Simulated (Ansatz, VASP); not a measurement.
GaPt2F: VASP beside Ansatz

```xyz
4
Lattice="2.8420 0.0000 0.0000 -1.4210 2.4613 0.0000 0.0000 0.0000 8.8762" Properties=species:S:1:pos:R:3 pbc="T T T"
Ga    0.0000    0.0000    0.0000
Pt    0.0000    0.0000    2.3267
Pt    0.0000    0.0000    6.5495
F     0.0000    0.0000    4.4381
```

Alike in both runs: task single point; functional PBE; k mesh 6 × 6 × 2; occupations gaussian, width 0.1 eV; collinear spin.

```csv
,VASP,Ansatz
version,VASP 6.6.1,Ansatz 0.2.0
potentials or method,"VASP PAW PBE potentials, release 64 (Ga_d, Pt, F), cutoff 520 eV","scalar-relativistic, plane waves, PAW"
valence electrons in the cell,40,56
```

```csv
,VASP,Ansatz,Ansatz less VASP
gap on the k mesh at the Fermi level (eV),none,none,-
pressure (GPa),0.1,0.2,+0.06
"traceless stress, the component that is largest in VASP (GPa)",0.43,0.08,-0.354
rms of the force components (eV/Å),0.034,0.038,+0.0041
net moment per atom (μB),0.00,0.00,0.000
```

Atom by atom the forces differ by 0.004 eV/Å (rms over components). A gap of «none» marks a metal or a gap that the smearing closes. The functional is the same, so the differences come from potentials, cutoffs and numerics. VASP's potentials hold 40 valence electrons a cell and Ansatz's 56, so a difference there can come from the potentials and not from the codes. Ansatz's warnings: seeded moment not kept.

The k mesh is coarse, so the values compare programs but aren't converged. Spin-orbit coupling is off throughout.
